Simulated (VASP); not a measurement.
# Al48ZnO72 (a cell with a defect) in VASP: single point with PBEsol

Aim: the single point of Al48ZnO72 (a cell with a defect) with PBEsol.

Program: VASP 6.6.1. These are calculated values, not measurements. Logs are shortened: lines on timing, memory, paths and dates and some standing lists are left out, and cuts for length are marked.

## (1) The cell of the first run

The cell holds a defect, 121 atoms: a = 9.548 Å, b = 9.548 Å, c = 13.014 Å, α = 90.00°, β = 90.00°, γ = 120.00°.

## (2) Single point, PBEsol

INCAR reads:

```
SYSTEM = Al48ZnO72
ALGO = Normal ; EDIFF = 1E-6
ENCUT = 520 ; GGA = PS
ISIF = 2 ; ISMEAR = -1
LASPH = .True. ; LCHARG = .True.
LELF = .True. ; LREAL = Auto
LUSENCCL = .False. ; LVHAR = .True.
LWAVE = .False. ; NBANDS = 360
NELECT = 586.0 ; NELM = 60
PREC = Accurate ; SIGMA = 0.05
```

KPOINTS reads:

```
Automatic mesh
0
Gamma
  2 2 2
  0.5 0.5 0.5
```

POSCAR reads:

```
Al48ZnO72
1.0
    9.5478620000      0.0000000000      0.0000000000
   -4.7739310000      8.2686910000      0.0000000000
    0.0000000000      0.0000000000     13.0135760000
Al O Zn
48 72 1
Direct
    0.3320690000      0.1645060000      0.1836400000
    0.3325010000      0.6680720000      0.1836420000
    0.8333890000      0.1667300000      0.1846760000
    0.8356140000      0.6676210000      0.1836510000
    0.1642710000      0.3314320000      0.0193160000
    0.1667300000      0.8334000000      0.0189490000
[... 113 lines left out ...]
    0.6671020000      0.9869280000      0.9167110000
    0.5000850000      0.5001040000      0.5001250000
```

Potentials or basis: VASP PAW PBE potentials, release 64 (Al, O, Zn).

The run is started by

```console
> cat potpaw_PBE.64/Al/POTCAR potpaw_PBE.64/O/POTCAR potpaw_PBE.64/Zn/POTCAR > POTCAR
> mpirun -np 1 vasp_std > vasp.out
```

OUTCAR:

```text
SYSTEM = Al48ZnO72
   EDIFF = 1E-6
   ENCUT = 520
   GGA = PS
   ISIF = 2
   ISMEAR = -1
   LASPH = .True.
   LREAL = Auto
   NELECT = 586.0
   NELM = 60
   PREC = Accurate

 ion  position               nearest neighbor table
   1  0.332  0.165  0.184-  49 1.86  61 1.86  59 1.87  53 1.95  65 1.96  89 1.98  41 2.64  23 2.79
                            21 2.79  24 2.85  10 3.22   9 3.24  11 3.25  20 3.34
   2  0.333  0.668  0.184-  62 1.86  60 1.87  50 1.87  66 1.95  90 1.96  54 1.98  42 2.64  22 2.79
                            23 2.79  24 2.85  10 3.22  12 3.24   9 3.25  20 3.34
   3  0.833  0.167  0.185-  57 1.86  63 1.86  51 1.86  55 1.96  67 1.96  91 1.96  43 2.65  21 2.80
                            23 2.80  22 2.80   9 3.19  12 3.20  11 3.20
   4  0.836  0.668  0.184-  58 1.86  52 1.87  64 1.87  92 1.95  56 1.96  68 1.98  44 2.64  21 2.79
                            22 2.79  24 2.85  10 3.22  11 3.24  12 3.25  20 3.34
   5  0.164  0.331  0.019-  91 1.85  65 1.86  54 1.86 105 1.96  81 1.97 117 1.98  45 2.64  43 2.78
                            41 2.82  42 2.82  24 3.16  21 3.21  22 3.21
   6  0.167  0.833  0.019-  66 1.86  92 1.86  53 1.86 106 1.98  82 1.98 118 1.98  46 2.65  42 2.78
                            44 2.78  41 2.78  22 3.22  23 3.22  21 3.22
   7  0.669  0.333  0.019-  67 1.85  56 1.86  89 1.86 119 1.96 107 1.97  83 1.98  47 2.64  43 2.78
                            41 2.82  44 2.82  24 3.16  22 3.21  23 3.21
   8  0.667  0.836  0.019-  55 1.85  90 1.86  68 1.86  84 1.96 120 1.97 108 1.98  48 2.64  43 2.78
                            44 2.82  42 2.82  24 3.16  23 3.21  21 3.21
   9  0.163  0.331  0.312-  57 1.84  50 1.85  61 1.87  77 1.97  73 1.98 101 2.02  13 2.70  17 2.78
                            20 2.79  18 2.80   3 3.19   1 3.24   2 3.25
  10  0.167  0.833  0.314-  49 1.86  62 1.86  58 1.86  78 1.98 102 1.98  74 1.98  14 2.68  17 2.80
                            19 2.80  18 2.80   4 3.22   1 3.22   2 3.22
  11  0.669  0.332  0.312-  63 1.84  59 1.85  52 1.87  75 1.97 103 1.98  79 2.02  15 2.70  18 2.78
                            20 2.79  19 2.80   3 3.20   4 3.24   1 3.25
  12  0.668  0.837  0.312-  51 1.84  64 1.85  60 1.87 104 1.97  80 1.98  76 2.02  16 2.70  19 2.78
                            20 2.79  17 2.80   3 3.20   2 3.24   4 3.25
  13  0.158  0.330  0.520-  95 1.82  70 1.86  97 1.90  77 1.93  73 1.97 101 2.10   9 2.70  39 2.73
                           121 2.84  37 2.87  38 2.87  26 3.19  25 3.21
  14  0.167  0.833  0.520-  98 1.87  69 1.87  96 1.87  74 1.97 102 1.97  78 1.97  10 2.68  38 2.73
                            40 2.73  37 2.73  27 3.23  26 3.23  25 3.23
  15  0.671  0.329  0.520-  99 1.82  93 1.86  72 1.90  75 1.93 103 1.97  79 2.10  11 2.70  39 2.73
                           121 2.84  40 2.87  37 2.87  27 3.19  26 3.21
[... 117 lines left out ...]
 100  0.832  0.817  0.583-  16 1.86  25 1.89  40 1.97  36 1.98
 101  0.324  0.492  0.413-  38 1.90  20 2.00 121 2.00   9 2.02  13 2.10
 102  0.320  0.984  0.417-  37 1.82  19 1.86  14 1.97  10 1.98
 103  0.817  0.485  0.417-  40 1.86  18 1.89  15 1.97  11 1.98
 104  0.819  0.985  0.417-  39 1.87  17 1.87  16 1.93  12 1.97
 105  0.318  0.332  0.919-  32 1.82  41 1.86   5 1.96  45 1.98
 106  0.319  0.833  0.916-  42 1.85  31 1.86  46 1.96   6 1.98
 107  0.820  0.333  0.917-  30 1.86  43 1.86  47 1.95   7 1.97
[... 11 lines left out ...]
 119  0.668  0.486  0.919-  32 1.82  44 1.86   7 1.96  47 1.98
 120  0.667  0.987  0.917-  31 1.86  43 1.86  48 1.95   8 1.97
 121  0.500  0.500  0.500-  76 2.00  72 2.00 101 2.00  97 2.00  79 2.00  94 2.00  28 2.27  20 2.27
                            16 2.84  40 2.84  38 2.84  15 2.84  37 2.84  13 2.84

  LATTYP: Found a hexagonal cell.
 ALAT       =     9.5478620000
 C/A-ratio  =     1.3629832522

  Lattice vectors:

 A1 = (   9.5478620000,   0.0000000000,   0.0000000000)
 A2 = (  -4.7739310000,   8.2686910000,   0.0000000000)
 A3 = (   0.0000000000,   0.0000000000,  13.0135760000)

Analysis of symmetry for initial positions (statically):
=====================================================================
 Subroutine PRICEL returns:
 Original cell was already a primitive cell.

 Routine SETGRP: Setting up the symmetry group for a
 hexagonal supercell.

 Subroutine GETGRP returns: Found  1 space group operations
 (whereof  1 operations were pure point group operations)
 out of a pool of 24 trial point group operations.

The static configuration has the point symmetry C_1 .

Analysis of symmetry for dynamics (positions and initial velocities):
=====================================================================
 Subroutine PRICEL returns:
 Original cell was already a primitive cell.

 Routine SETGRP: Setting up the symmetry group for a
 hexagonal supercell.

 Subroutine GETGRP returns: Found  1 space group operations
 (whereof  1 operations were pure point group operations)
 out of a pool of 24 trial point group operations.

The dynamic configuration has the point symmetry C_1 .

 Subroutine INISYM returns: Found  1 space group operations
 (whereof  1 operations are pure point group operations),
 and found     1 'primitive' translations

----------------------------------------------------------------------------------------

                                     Primitive cell

  volume of cell :    1027.4000

  direct lattice vectors                    reciprocal lattice vectors
     9.547862000  0.000000000  0.000000000     0.104735489  0.060469063 -0.000000000
    -4.773931000  8.268691000  0.000000000     0.000000000  0.120938127  0.000000000
     0.000000000  0.000000000 13.013576000     0.000000000 -0.000000000  0.076842829

  length of vectors
     9.547862000  9.547861962 13.013576000     0.120938126  0.120938127  0.076842829

  position of ions in fractional coordinates (direct lattice)
     0.332069000  0.164506000  0.183640000
     0.332501000  0.668072000  0.183642000
     0.833389000  0.166730000  0.184676000
     0.835614000  0.667621000  0.183651000
     0.164271000  0.331432000  0.019316000
     0.166730000  0.833400000  0.018949000
[... 113 lines left out ...]
     0.667102000  0.986928000  0.916711000
     0.500085000  0.500104000  0.500125000

  ion indices of the primitive-cell ions
   primitive index   ion index
                 1           1
                 2           2
                 3           3
                 4           4
                 5           5
                 6           6
[... 49 lines left out ...]
                56          56
                57          57
   k-points           NKPTS =     12   k-points in BZ     NKDIM =     12   number of bands    NBANDS=    360
   number of dos      NEDOS =    301   number of ions     NIONS =    121
   total plane-waves  NPLWV = 508032
   dimension x,y,z NGX =    72 NGY =   72 NGZ =   98
   dimension x,y,z NGXF=   144 NGYF=  144 NGZF=  196
   ions per type =              48  72   1
   NGX,Y,Z   is equivalent  to a cutoff of  12.54, 12.54, 12.52 a.u.
   NGXF,Y,Z  is equivalent  to a cutoff of  25.07, 25.07, 25.04 a.u.
 SYSTEM =  Al48ZnO72
   PREC   = accura    normal or accurate (medium, high low for compatibility)
   ISTART =      0    job   : 0-new  1-cont  2-samecut
   ICHARG =      2    charge: 1-file 2-atom 10-const
   ISPIN  =      1    spin polarized calculation?
   LNONCOLLINEAR =      F non collinear calculations
   LSORBIT =      F    spin-orbit coupling
   LASPH  =      T    aspherical Exc in radial PAW
   ENCUT  =  520.0 eV  38.22 Ry    6.18 a.u.  17.75 17.75 24.20*2*pi/ulx,y,z
   NELM   =     60;   NELMIN=  2; NELMDL= -5     # of ELM steps
   EDIFF  = 0.1E-05   stopping-criterion for ELM
   LREAL  =      T    real-space projection
   EDIFFG = 0.1E-04   stopping-criterion for IOM
   NSW    =      0    number of steps for IOM
   IBRION =     -1    ionic relax: 0-MD 1-quasi-New 2-CG
   NFREE  =      0    steps in history (QN), initial steepest desc. (CG)
   ISIF   =      2    stress and relaxation
   ISYM   =      2    0-nonsym 1-usesym 2-fastsym
   POTIM  = 0.5000    time-step for ionic-motion
   TEBEG  =    0.0;   TEEND  =   0.0 temperature during run
   PSTRESS=    0.0 pullay stress
   NELECT =     586.0000    total number of electrons
   NUPDOWN=      -1.0000    fix difference up-down
   EMIN   =  10.00;   EMAX   =-10.00  energy-range for DOS
   EFERMI =   0.00;   METHOD = LEGACY
   ISMEAR =    -1;   SIGMA  =   0.05  broadening in eV -4-tet -1-fermi 0-gaus
   EFERMI_NEDOS =   21; number of points for ismear=-14 and -15
   IALGO  =     38    algorithm
   IMIX   =      4    mixing-type and parameters
     AMIX     =   0.40;   BMIX     =  1.00
     AMIX_MAG =   1.60;   BMIX_MAG =  1.00
  volume/ion in A,a.u.               =       8.49        57.30
  Fermi-wavevector in a.u.,A,eV,Ry     =   1.357670  2.565624 25.079177  1.843268
  Thomas-Fermi vector in A             =   2.484569
   LORBIT       =      0    0 simple, 1 ext, 2 COOP (PROOUT), +10 PAW based schemes
   GGA     = PS    functional components
   LHFCALC =     F    Hartree Fock is set to
   AEXX    =    0.0000 exact exchange contribution
   IVDW    =     0    specifies the selected vdW correction
   LEPSILON=     F    determine dielectric tensor
   LRPA    =     F    only Hartree local field effects (RPA)
 non-spin polarized calculation
  energy-cutoff  :      520.00
  volume of cell :     1027.40
 maximum number of plane-waves:     27659
   NGX = 35   NGY = 35   NGZ = 49

 number of electron     585.9999884 magnetization

 Free energy of the ion-electron system (eV)
  ---------------------------------------------------
  ext. energy  EPLUGINS =         0.00000000
  ---------------------------------------------------
  free energy    TOTEN  =      -958.93902827 eV

  energy without entropy =     -958.93902827  energy(sigma->0) =     -958.93902827

 E-fermi :   7.3466     XC(G=0): -11.9555

 val. band max:        6.0603450284   @ k =   0.2500  -0.2500   0.2500
 cond. band min:      12.2269536794   @ k =  -0.2500   0.2500   0.2500
 fundamental gap:      6.1666086510
 Fermi energy:         7.3465774561

 k-point     1 :       0.2500    0.2500    0.2500
  band No.  band energies     occupation
      1     -13.0468      2.00000
      2     -12.7401      2.00000
      3     -12.6969      2.00000
      4     -12.6217      2.00000
      5     -12.4449      2.00000
      6     -12.3525      2.00000
[... 3685 lines left out ...]
    304      15.0310      0.00000
    305      15.0724      0.00000
 [bands above 305 left out]

------------------------ aborting loop because EDIFF is reached ----------------------------------------

  FORCE on cell =-STRESS in cart. coord.  units (eV):
  Direction    XX          YY          ZZ          XY          YZ          ZX
  --------------------------------------------------------------------------------------
  -------------------------------------------------------------------------------------
  Total       -8.4660843     -8.5810523      2.1494122     -0.0663157     -0.0080498      0.0289111
  in kB      -13.2024223    -13.3817091      3.3518975     -0.1034159     -0.0125532      0.0450853
  external PRESSURE =      -7.7440779 kB  Pullay stress =       0.0000000 kB

 VOLUME and BASIS-vectors are now :
 -----------------------------------------------------------------------------
  energy-cutoff  :      520.00
  volume of cell :     1027.40
      direct lattice vectors                 reciprocal lattice vectors
     9.547862000  0.000000000  0.000000000     0.104735489  0.060469063 -0.000000000
    -4.773931000  8.268691000  0.000000000     0.000000000  0.120938127  0.000000000
     0.000000000  0.000000000 13.013576000     0.000000000 -0.000000000  0.076842829

 POSITION                                       TOTAL-FORCE (eV/Angst)
 -----------------------------------------------------------------------------------
      2.38521      1.36025      2.38981        -0.001893      0.000432     -0.002730
     -0.01466      5.52408      2.38984        -0.002042     -0.002790     -0.002414
      7.16113      1.37864      2.40330        -0.002882     -0.000117     -0.001921
      4.79115      5.52035      2.38996        -0.004910      0.001794     -0.004302
     -0.01380      2.74051      0.25137        -0.002185      0.000865     -0.002756
     -2.38668      6.89113      0.24659        -0.001528      0.001557      0.000768
[... 113 lines left out ...]
      1.65787      8.16060     11.92969        -0.000429     -0.001297     -0.000807
      2.38728      4.13521      6.50841        -0.000776     -0.001362     -0.000064
 -----------------------------------------------------------------------------------
    total drift:                               -0.001964     -0.012072     -0.019444

  FREE ENERGIE OF THE ION-ELECTRON SYSTEM (eV)
  ---------------------------------------------------
  free  energy   TOTEN  =      -958.9390282743 eV

  energy  without entropy=     -958.9390282743  energy(sigma->0) =     -958.93902827
```

Run time: 6.8 min. Hardware: 1 × NVIDIA H100 80GB with 1 thread of AMD EPYC 7R13 (Zen 3), shared host; peak memory 3.5 GiB.

What came out:

- Free energy: -958.9390 eV
- Largest force: 0.061 eV/Å

Forces in eV/Å, atoms in the order of the input:
```
Al  -0.002  0.000 -0.003
Al  -0.002 -0.003 -0.002
Al  -0.003  0.000 -0.002
Al  -0.005  0.002 -0.004
Al  -0.002  0.001 -0.003
Al  -0.002  0.002  0.001
Al   0.002  0.004 -0.001
Al  -0.002  0.007 -0.001
Al   0.004  0.002  0.001
Al   0.001 -0.002 -0.006
Al  -0.005 -0.001  0.000
Al   0.004 -0.005  0.001
Al  -0.003 -0.005  0.009
Al  -0.005  0.001 -0.003
Al   0.000  0.002  0.007
Al  -0.007  0.004  0.005
Al  -0.004  0.002 -0.001
Al   0.000 -0.002 -0.002
Al   0.000  0.004  0.000
Al  -0.001  0.003  0.011
Al   0.004 -0.002 -0.002
Al   0.004  0.001  0.000
Al   0.001 -0.001 -0.002
Al   0.005 -0.001  0.007
Al   0.006  0.000  0.000
Al  -0.002  0.000  0.000
Al   0.001 -0.006  0.000
Al   0.003 -0.001 -0.012
Al  -0.003  0.003  0.001
Al  -0.005 -0.001  0.001
Al  -0.001 -0.001  0.001
Al  -0.004 -0.002 -0.007
Al  -0.004  0.008  0.000
Al   0.004  0.002 -0.001
Al  -0.001  0.002  0.009
Al  -0.004  0.000 -0.001
Al   0.004 -0.002 -0.005
Al   0.000  0.000 -0.006
Al   0.005 -0.001 -0.003
Al   0.002  0.005 -0.009
Al   0.003 -0.005  0.002
Al  -0.001 -0.001  0.004
Al   0.001 -0.002  0.000
Al   0.002  0.000  0.002
Al   0.003  0.000  0.004
Al   0.002  0.000 -0.002
Al   0.002  0.000  0.004
Al   0.001  0.000  0.005
O    0.001  0.003  0.001
O    0.000  0.003 -0.001
O   -0.005  0.003 -0.002
O    0.017  0.004 -0.010
O    0.001  0.002  0.000
O   -0.010  0.001 -0.003
O    0.000 -0.001  0.000
O   -0.003 -0.001 -0.002
O   -0.001 -0.005  0.004
O   -0.002  0.000  0.006
O   -0.001  0.001  0.006
O   -0.012  0.011 -0.005
O   -0.001 -0.012 -0.008
O    0.004  0.001  0.003
O    0.007  0.003 -0.001
O    0.002  0.000  0.003
O    0.000  0.003  0.005
O    0.001 -0.002  0.005
O   -0.002 -0.001  0.005
O    0.004  0.005  0.002
O    0.000  0.003  0.001
O    0.004  0.006 -0.004
O   -0.006  0.011  0.003
O    0.048  0.000  0.036
O    0.001  0.005  0.002
O   -0.009  0.001 -0.005
O   -0.002 -0.001 -0.005
O    0.025  0.041 -0.039
O   -0.003  0.002  0.000
O    0.002  0.006  0.001
O    0.026 -0.039 -0.036
O    0.004 -0.003  0.005
O    0.002  0.002 -0.003
O    0.002  0.000 -0.004
O   -0.001  0.005 -0.003
O   -0.002  0.009  0.001
O    0.002  0.000 -0.004
O    0.001  0.004 -0.002
O    0.012 -0.011  0.006
O    0.004  0.000 -0.003
O    0.002 -0.010  0.001
O    0.000 -0.005  0.001
O   -0.001 -0.002  0.003
O   -0.003 -0.003  0.003
O   -0.002  0.002 -0.008
O   -0.025  0.038  0.033
O   -0.002 -0.006 -0.001
O    0.004 -0.001 -0.001
O   -0.024 -0.040  0.037
O    0.004  0.001  0.005
O    0.008 -0.001  0.005
O   -0.002 -0.005 -0.001
O   -0.048 -0.002 -0.036
O    0.007 -0.011 -0.005
O   -0.006 -0.007  0.004
O   -0.001 -0.004 -0.001
O   -0.005 -0.005  0.000
O    0.002  0.001 -0.006
O    0.000  0.002 -0.005
O    0.000 -0.002 -0.004
O    0.004 -0.005  0.002
O   -0.016 -0.003  0.009
O    0.000  0.000  0.001
O   -0.001 -0.005  0.002
O   -0.004 -0.001  0.000
O   -0.007 -0.004  0.000
O   -0.003 -0.001 -0.001
O    0.003  0.012  0.008
O    0.004  0.002  0.000
O   -0.001  0.001  0.000
O    0.008 -0.002  0.005
O    0.000 -0.001 -0.001
Zn  -0.001 -0.001  0.000
```

Levels at points of the mesh, in eV from the Fermi level:
```
           k point  band 290  band 291  band 292  band 293  band 294  band 295  band 296  band 297
(0.25, 0.25, 0.25)     -1.43     -1.39     -1.36     -1.30      5.28      6.06      6.35      6.55
```

Caveat: the cell carries a net charge on a neutralising background, which shifts energy and pressure; the cell is charged against a uniform background, so pressure and absolute levels hang on convention; the PAW data sets were made with another functional, which shifts forces and pressure a little.
